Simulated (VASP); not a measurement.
# Ge (Pm-3m) in VASP: further runs

The runs below take Ge through single point, with LDA.

Program: VASP 6.6.1. These are calculated values, not measurements. Logs are shortened: lines on timing, memory, paths and dates and some standing lists are left out, and cuts for length are marked.

### Step 1. The cell of the first run

Symmetry: Pm-3m, No. 221, cubic system. The conventional cell has a = 2.647 Å, b = 2.647 Å, c = 2.647 Å, α = 90.00°, β = 90.00°, γ = 90.00°. Within 3.5 Å of Ge (site symmetry m-3m) lie 6 Ge at 2.65 Å.

### Step 2. Single point, LDA

The input, INCAR:

```
SYSTEM = Ge
PREC = Accurate
ENCUT = 520
EDIFF = 1E-6
ISMEAR = -1
SIGMA = 0.1
LREAL = .FALSE.
LASPH = .TRUE.
NELM = 60
ALGO = Normal
ISIF = 2
LWAVE = .FALSE.
LCHARG = .TRUE.
GGA = CA
LELF = .TRUE.
LVHAR = .TRUE.
NBANDS = 13
```

The input, KPOINTS:

```
regular mesh
0
G
  13 13 13
  0 0 0
```

The input, POSCAR:

```
Ge
1.0
    2.6466420240      0.0000000000      0.0000000000
    0.0000000000      2.6466420240      0.0000000000
    0.0000000000      0.0000000000      2.6466420240
Ge
1
Direct
    0.0000000000      0.0000000000      0.0000000000
```

Potentials or basis: VASP PAW LDA potentials, release 64 (Ge_d).

The run is started by

```sh
cat potpaw_LDA.64/Ge_d/POTCAR > POTCAR
mpirun -np 1 vasp_std > vasp.out
```

OUTCAR:

```text
SYSTEM = Ge
   PREC = Accurate
   ENCUT = 520
   EDIFF = 1E-6
   ISMEAR = -1
   LREAL = .FALSE.
   LASPH = .TRUE.
   NELM = 60
   ISIF = 2
   GGA = CA

 ion  position               nearest neighbor table
   1  0.000  0.000  0.000-

  LATTYP: Found a simple cubic cell.
 ALAT       =     2.6466420240

  Lattice vectors:

 A1 = (   2.6466420240,   0.0000000000,   0.0000000000)
 A2 = (   0.0000000000,   2.6466420240,   0.0000000000)
 A3 = (   0.0000000000,   0.0000000000,   2.6466420240)

Analysis of symmetry for initial positions (statically):
=====================================================================
 Subroutine PRICEL returns:
 Original cell was already a primitive cell.

 Routine SETGRP: Setting up the symmetry group for a
 simple cubic supercell.

 Subroutine GETGRP returns: Found 48 space group operations
 (whereof 48 operations were pure point group operations)
 out of a pool of 48 trial point group operations.

The static configuration has the point symmetry O_h .

Analysis of symmetry for dynamics (positions and initial velocities):
=====================================================================
 Subroutine PRICEL returns:
 Original cell was already a primitive cell.

 Routine SETGRP: Setting up the symmetry group for a
 simple cubic supercell.

 Subroutine GETGRP returns: Found 48 space group operations
 (whereof 48 operations were pure point group operations)
 out of a pool of 48 trial point group operations.

The dynamic configuration has the point symmetry O_h .

 Subroutine INISYM returns: Found 48 space group operations
 (whereof 48 operations are pure point group operations),
 and found     1 'primitive' translations

----------------------------------------------------------------------------------------

                                     Primitive cell

  volume of cell :      18.5390

  direct lattice vectors                    reciprocal lattice vectors
     2.646642024  0.000000000  0.000000000     0.377837271  0.000000000  0.000000000
     0.000000000  2.646642024  0.000000000     0.000000000  0.377837271  0.000000000
     0.000000000  0.000000000  2.646642024     0.000000000  0.000000000  0.377837271

  length of vectors
     2.646642024  2.646642024  2.646642024     0.377837271  0.377837271  0.377837271

  position of ions in fractional coordinates (direct lattice)
     0.000000000  0.000000000  0.000000000

[... 81 lines left out ...]
   ISIF   =      2    stress and relaxation
   ISYM   =      2    0-nonsym 1-usesym 2-fastsym
   POTIM  = 0.5000    time-step for ionic-motion
   TEBEG  =    0.0;   TEEND  =   0.0 temperature during run
   PSTRESS=    0.0 pullay stress
   NELECT =      14.0000    total number of electrons
   NUPDOWN=      -1.0000    fix difference up-down
   EMIN   =  10.00;   EMAX   =-10.00  energy-range for DOS
   EFERMI =   0.00;   METHOD = LEGACY
   ISMEAR =    -1;   SIGMA  =   0.10  broadening in eV -4-tet -1-fermi 0-gaus
   EFERMI_NEDOS =   21; number of points for ismear=-14 and -15
   IALGO  =     38    algorithm
   IMIX   =      4    mixing-type and parameters
     AMIX     =   0.40;   BMIX     =  1.00
     AMIX_MAG =   1.60;   BMIX_MAG =  1.00
  volume/ion in A,a.u.               =      18.54       125.11
  Fermi-wavevector in a.u.,A,eV,Ry     =   1.490810  2.817222 30.239146  2.222515
  Thomas-Fermi vector in A             =   2.603545
   LORBIT       =      0    0 simple, 1 ext, 2 COOP (PROOUT), +10 PAW based schemes
   GGA     = CA    functional components
   LHFCALC =     F    Hartree Fock is set to
   AEXX    =    0.0000 exact exchange contribution
   IVDW    =     0    specifies the selected vdW correction
   LEPSILON=     F    determine dielectric tensor
   LRPA    =     F    only Hartree local field effects (RPA)
 non-spin polarized calculation
  energy-cutoff  :      520.00
  volume of cell :       18.54
 maximum number of plane-waves:       513
 NGX is ok and might be reduce to    20
   NGX =  9   NGY =  9   NGZ =  9

 number of electron      14.0000004 magnetization

 Free energy of the ion-electron system (eV)
  ---------------------------------------------------
  ext. energy  EPLUGINS =         0.00000000
  ---------------------------------------------------
  free energy    TOTEN  =        -5.01056511 eV

  energy without entropy =       -4.99662341  energy(sigma->0) =       -5.00359426

 E-fermi :   6.4666     XC(G=0): -11.5562

 val. band max:        6.4518374826   @ k =   0.4615   0.3846   0.2308
 cond. band min:       6.4789449611   @ k =   0.3077   0.3077   0.0000
 fundamental gap:      0.0271074785
 Fermi energy:         6.4666084643

 k-point     1 :       0.0000    0.0000    0.0000
  band No.  band energies     occupation
      1     -18.4089      2.00000
      2     -18.4089      2.00000
      3     -18.1091      2.00000
      4     -18.1091      2.00000
      5     -18.1091      2.00000
      6      -6.9152      2.00000
      7      13.3151      0.00000
      8      13.3151      0.00000
      9      13.3151      0.00000
     10      16.8102      0.00000
     11      16.8102      0.00000
     12      19.5515      0.00000
     13      36.0222      0.00000
[... 354 lines left out ...]
  band No.  band energies     occupation
      1     -18.3102      2.00000
      2     -18.2535      2.00000
      3     -18.1715      2.00000
      4     -18.1547      2.00000
      5     -18.1123      2.00000
      6      -2.0718      2.00000
      7       3.8278      2.00000
      8       6.8914      0.02818
      9      13.7955      0.00000
     10      17.5400      0.00000
     11      22.4508      0.00000
     12      26.1721      0.00000
     13      26.7124      0.00000

 [... further k-points ...]

------------------------ aborting loop because EDIFF is reached ----------------------------------------

  FORCE on cell =-STRESS in cart. coord.  units (eV):
  Direction    XX          YY          ZZ          XY          YZ          ZX
  --------------------------------------------------------------------------------------
  -------------------------------------------------------------------------------------
  Total        0.0056767      0.0056767      0.0056767      0.0000000     -0.0000000      0.0000000
  in kB        0.4905896      0.4905896      0.4905896      0.0000000     -0.0000000      0.0000000
  external PRESSURE =       0.4905896 kB  Pullay stress =       0.0000000 kB

 VOLUME and BASIS-vectors are now :
 -----------------------------------------------------------------------------
  energy-cutoff  :      520.00
  volume of cell :       18.54
      direct lattice vectors                 reciprocal lattice vectors
     2.646642024  0.000000000  0.000000000     0.377837271  0.000000000  0.000000000
     0.000000000  2.646642024  0.000000000     0.000000000  0.377837271  0.000000000
     0.000000000  0.000000000  2.646642024     0.000000000  0.000000000  0.377837271

 POSITION                                       TOTAL-FORCE (eV/Angst)
 -----------------------------------------------------------------------------------
      0.00000      0.00000      0.00000         0.000000      0.000000      0.000000
 -----------------------------------------------------------------------------------
    total drift:                                0.000000      0.000000      0.000000

  FREE ENERGIE OF THE ION-ELECTRON SYSTEM (eV)
  ---------------------------------------------------
  free  energy   TOTEN  =        -5.0105651088 eV

  energy  without entropy=       -4.9966234136  energy(sigma->0) =       -5.00359426
```

OSZICAR:

```text
N       E                     dE             d eps       ncg     rms          rms(c)
DAV:   1     0.635338237624E+02    0.63534E+02   -0.71442E+03  2357   0.292E+03
DAV:   2     0.618724792195E+00   -0.62915E+02   -0.60302E+02  2314   0.424E+02
DAV:   3    -0.495363037925E+01   -0.55724E+01   -0.55506E+01  2494   0.727E+01
DAV:   4    -0.502832387370E+01   -0.74693E-01   -0.74686E-01  2449   0.901E+00
DAV:   5    -0.502901107038E+01   -0.68720E-03   -0.68719E-03  2579   0.970E-01    0.163E+00
DAV:   6    -0.501639288961E+01    0.12618E-01   -0.70532E-03  2704   0.185E+00    0.910E-01
DAV:   7    -0.501074058341E+01    0.56523E-02   -0.46133E-03  2682   0.120E+00    0.780E-02
DAV:   8    -0.501056725323E+01    0.17333E-03   -0.62120E-04  2644   0.595E-01    0.346E-02
DAV:   9    -0.501056514422E+01    0.21090E-05   -0.14053E-05  2732   0.763E-02    0.521E-03
DAV:  10    -0.501056510884E+01    0.35389E-07   -0.38576E-07  1767   0.660E-03
   1 F= -.50105651E+01 E0= -.50035943E+01  d E =-.139417E-01
```

stdout:

```text
POSCAR found type information on POSCAR Ge
 POSCAR found :  1 types and       1 ions
 scaLAPACK will be used
 LDA part: xc-table for (Slater(with rela. corr.)+CA(PZ))
 , standard interpolation
 POSCAR, INCAR and KPOINTS ok, starting setup
 FFT: planning ... GRIDC
 FFT: planning ... GRID_SOFT
 FFT: planning ... GRID
 WAVECAR not read
 entering main loop
```

Wall time 8.4 s (1 thread of Intel Xeon 6975P-C, shared host); peak memory 0.13 GiB.

Results:

* Free energy: -5.0106 eV
* Pressure: 0.0 GPa
* Band gap on the k mesh: zero (band 7 reaches 13.32 eV, above the bottom of band 8 at 4.01 eV)

Levels at points of the mesh, in eV from the Fermi level:
| k point | band 4 | band 5 | band 6 | band 7 | band 8 | band 9 | band 10 | band 11 |
| --- | --- | --- | --- | --- | --- | --- | --- | --- |
| (0.00, 0.00, 0.00) | -24.58 | -24.58 | -13.38 | 6.85 | 6.85 | 6.85 | 10.34 | 10.34 |

### Step 3. Single point, LDA (volume scaled by 1.04)

The input, INCAR:

```
SYSTEM = Ge
PREC     = Accurate       ! precision mode
ENCUT    = 520            ! plane-wave cutoff, eV
EDIFF    = 1E-7           ! SCF threshold, eV
ISMEAR   = -1             ! smearing method
SIGMA    = 0.1            ! smearing width, eV
LREAL    = .FALSE.        ! projectors in reciprocal space
LASPH    = .TRUE.         ! aspherical terms in the spheres
NELM     = 80             ! most SCF steps
ALGO     = Normal         ! electronic algorithm
ISIF     = 2              ! what is computed and relaxed
LWAVE    = .FALSE.        ! write WAVECAR
LCHARG   = .FALSE.        ! write CHGCAR
GGA      = CA             ! functional
NBANDS   = 13             ! bands
```

The input, KPOINTS:

```
Automatic mesh
0
G
  13 13 13
  0 0 0
```

The input, POSCAR:

```
Ge
1.0
    2.6814702552      0.0000000000      0.0000000000
    0.0000000000      2.6814702552      0.0000000000
    0.0000000000      0.0000000000      2.6814702552
Ge
1
Direct
    0.0000000000      0.0000000000      0.0000000000
```

Potentials or basis: VASP PAW LDA potentials, release 64 (Ge_d).

The run is started by

```sh
cat potpaw_LDA.64/Ge_d/POTCAR > POTCAR
mpirun -np 1 vasp_std > vasp.out
```

Wall time 7.5 s (1 thread of Intel Xeon 6975P-C, shared host); peak memory 0.13 GiB.

The run converged. Its results:

```
Free energy            : -5.0041 eV
Pressure               : -3.0 GPa
Band gap on the k mesh : zero (band 7 reaches 12.67 eV, above the bottom of band 8 at 3.66 eV)
```

Levels at points of the mesh, in eV from the Fermi level:
| k point | band 4 | band 5 | band 6 | band 7 | band 8 | band 9 | band 10 | band 11 |
| --- | --- | --- | --- | --- | --- | --- | --- | --- |
| (0.00, 0.00, 0.00) | -24.56 | -24.56 | -13.05 | 6.64 | 6.64 | 6.64 | 10.20 | 10.20 |
